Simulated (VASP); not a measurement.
Here is a VASP 6.6.1 calculation.

File INCAR:

```
  PREC = Accurate
  ENCUT = 520
  EDIFF = 1E-7
  ISMEAR = 1
  SIGMA = 0.1
  LREAL = F
  LASPH = T
  NELM = 60
  ALGO = Normal
  ISIF = 2
  LWAVE = F
  LCHARG = F
  GGA = PE
  NBANDS = 12
```

KPOINTS

```
Automatic mesh
0
Gamma
  34 34 34
```

The input POSCAR:

```
Nb
1.0
   -1.6545280250      1.6545280250      1.6545280250
    1.6545280250     -1.6545280250      1.6545280250
    1.6545280250      1.6545280250     -1.6545280250
Nb
1
Direct
    0.0000000000      0.0000000000      0.0000000000
```

Potentials or basis: VASP PAW PBE potentials, release 64 (Nb_sv).

Run with:

```console
$ cat potpaw_PBE.64/Nb_sv/POTCAR > POTCAR
$ mpirun -np 1 vasp_std > vasp.out
```

Problem. Predict the band gap on the k mesh.

Solution. Zero (an odd number of electrons rules out a gap without spin polarisation).

Problem. Estimate the pressure.

Solution. -0.2 GPa.
